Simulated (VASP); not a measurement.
**Sn3Te2O: single point with PBE**

Sn3Te2O:

```
Sn Te O
1.0
     4.40987    0.00000    0.00000
     0.00000    4.40987    0.00000
     0.00000    0.00000   19.19231
Sn Te O
6 4 2
Direct
  0.50000 0.00000 0.40560
  0.00000 0.50000 0.59440
  0.00000 0.50000 0.25563
  0.00000 0.50000 0.95249
  0.50000 0.00000 0.04751
  0.50000 0.00000 0.74437
  0.00000 0.50000 0.41292
  0.50000 0.00000 0.58708
  0.50000 0.00000 0.24510
  0.00000 0.50000 0.75490
  0.50000 0.50000 0.00000
  0.00000 0.00000 0.00000
```

| Quantity | Value |
| --- | --- |
| Program | VASP 6.6.1 |
| Task | single point |
| Functional | PBE |
| Potentials or basis | VASP PAW PBE potentials, release 64 (Sn_d, Te, O) |
| Cutoff | 520 eV |
| k mesh | 3 × 3 × 1 |
| Occupations | gaussian, width 0.15 eV |
| Spin | no spin polarisation |
| Dipole correction | no |
| Further INCAR settings | ALGO = Normal; EDIFF = 1e-06; NBANDS = 72 |

The pressure is 0.2 GPa. The largest force is 0.043 eV/Å. The band gap on the k mesh is 0.76 eV.

Forces in eV/Å, atoms in the order of the input:
```
Sn   0.000  0.000  0.030
Sn   0.000  0.000 -0.030
Sn   0.000  0.000  0.004
Sn   0.000  0.000 -0.041
Sn   0.000  0.000  0.041
Sn   0.000  0.000 -0.004
Te   0.000  0.000  0.043
Te   0.000  0.000 -0.043
Te   0.000  0.000 -0.024
Te   0.000  0.000  0.024
O    0.000  0.000  0.000
O    0.000  0.000  0.000
```

Stress tensor (GPa, compression positive):
```
0.12 0.00 0.00
0.00 0.12 0.00
0.00 0.00 0.44
```

Levels at points of the mesh, in eV from the valence-band top:
```tsv
k point	band 58	band 59	band 60	band 61	band 62	band 63
(0.00, 0.00, 0.00)	-1.25	-1.18	-0.79	1.18	1.42	2.10
```

Wall time 2.2 min on 1 thread of Intel(R) Xeon(R) Platinum 8259CL CPU @ 2.50GHz (Skylake/Cascade Lake), on a shared host, peak memory 0.47 GiB.

Caveat: the k points lie up to 0.47 Å⁻¹ apart; semilocal functionals underestimate gaps, and a narrow one can read as zero; spin-orbit coupling is left out, which moves the levels of the heavy elements. A k mesh can miss the band edges.
